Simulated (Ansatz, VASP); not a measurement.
## Two plane-wave programs on Mg2C3

The input INCAR:

```
  PREC = Accurate
  ENCUT = 600
  EDIFF = 1E-6
  ISMEAR = 0
  SIGMA = 0.02
  LREAL = F
  LASPH = T
  NELM = 100
  ALGO = Normal
  ISIF = 3
  LWAVE = F
  LCHARG = F
  GGA = PE
  IVDW = 12
  IBRION = 2
  NSW = 70
  EDIFFG = -0.02
```

The input KPOINTS:

```
regular mesh
0
Gamma
  8 8 6
```

File POSCAR:

```
Mg2C3
1.0
    2.4143996597     -2.3499947540     -0.0033061948
    2.4143996597      2.3499947540     -0.0033061948
   -1.2331265393      0.0000000000      4.8601575087
Mg C
2 3
Direct
    0.8095596818      0.8095596818      0.1986989181
    0.1904403182      0.1904403182      0.8013010819
    0.3011181164      0.3011181164      0.2630436042
    0.6988818836      0.6988818836      0.7369563958
    0.5000000000      0.5000000000      0.5000000000
```

Input for Ansatz:

```yaml
crystal:
  lattice:
    - [2.4143996597, -2.349994754, -0.0033061948]
    - [2.4143996597, 2.349994754, -0.0033061948]
    - [-1.2331265393, 0.0, 4.8601575087]
  atoms:
    - { symbol: Mg, position: [0.8095596818, 0.8095596818, 0.1986989181] }
    - { symbol: Mg, position: [0.1904403182, 0.1904403182, 0.8013010819] }
    - { symbol: C, position: [0.3011181164, 0.3011181164, 0.2630436042] }
    - { symbol: C, position: [0.6988818836, 0.6988818836, 0.7369563958] }
    - { symbol: C, position: [0.5, 0.5, 0.5] }
basis:
  ecutwfc: 420
kpoints:
  mp_grid: { grid: [8, 8, 6] }
hamiltonian:
  xc: pbe
  dispersion: d3bj
scf:
  occupations: { method: gaussian, width: 0.02 }
output:
  forces: true
  stress: true
  eigenvalues: true
relax:
  adjacent_minimum: "off"
  f_tol: 0.02
  max_steps: 50
  cell: { stress_tol: 0.1 }
```

Alike in both runs: task relaxation of cell and atoms; functional PBE; dispersion D3(BJ); k mesh 8 × 8 × 6; occupations gaussian, width 0.02 eV; no spin polarisation.

|  | VASP | Ansatz |
| --- | --- | --- |
| version | VASP 6.6.1 | Ansatz 0.2.0 |
| potentials or method | VASP PAW PBE potentials, release 64 (Mg, C), cutoff 600 eV | scalar-relativistic, plane waves, PAW |
| valence electrons in the cell | 16 | 32 |

|  | VASP | Ansatz | Ansatz less VASP |
| --- | --- | --- | --- |
| gap on the k mesh at the Fermi level, each at its own relaxed structure (eV) | 1.69 | 1.70 | +0.005 |
| relaxed volume (Å³/atom) | 10.64 | 10.68 | +0.037 |
| relaxed length of the cell vector where the two differ most in proportion (Å) | 3.322 | 3.328 | +0.0057 |

VASP's potentials hold 16 valence electrons a cell and Ansatz's 32, so a difference there can come from the potentials and not from the codes.
